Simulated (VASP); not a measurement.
Runs of VASP 6.6.1 on SrO. The structure is that of space group Fm-3m (No. 225), or close to it. The cells are those of the table. 

```tsv
cell	gap on the mesh (eV)	pressure (GPa)
a = 3.680, b = 3.680, c = 3.725 Å, angles 59.6, 59.6, 60.8°, 2 atoms	3.65	(c)
a = 3.543 Å, angles 60.0°, 2 atoms	3.69	10.8
a = 3.498, b = 3.498, c = 3.543 Å, angles 59.6, 59.6, 60.9°, 2 atoms	3.47	(d)
a = 3.498, b = 3.498, c = 3.453 Å, angles 60.4, 60.4, 59.1°, 2 atoms	(a)	19.1
a = 3.771, b = 3.771, c = 3.816 Å, angles 59.6, 59.6, 60.8°, 2 atoms	3.67	-7.7
a = 3.545, b = 3.545, c = 3.453 Å, angles 60.9, 60.9, 58.3°, 2 atoms	3.47	15.5
a = 3.589, b = 3.589, c = 3.543 Å, angles 60.4, 60.4, 59.2°, 2 atoms	(b)	7.6
a = 3.771, b = 3.771, c = 3.725 Å, angles 60.4, 60.4, 59.2°, 2 atoms	3.73	-6.2
```

Alike in all rows: task single point; level r2SCAN; potentials or basis VASP PAW PBE potentials, release 64 (Sr_sv, O); no spin polarisation; k mesh 8 × 8 × 8; cutoff (eV) 520; smearing gaussian 0.05 eV.

**Question.** Estimate the missing entries.

**Answer.** (a) 3.49; (b) 3.64; (c) -2.7; (d) 14.8.

Caveats: the PAW data sets were made with another functional, which shifts forces and pressure a little.

A k mesh can miss the band edges, and the runs leave out spin-orbit coupling on Sr.
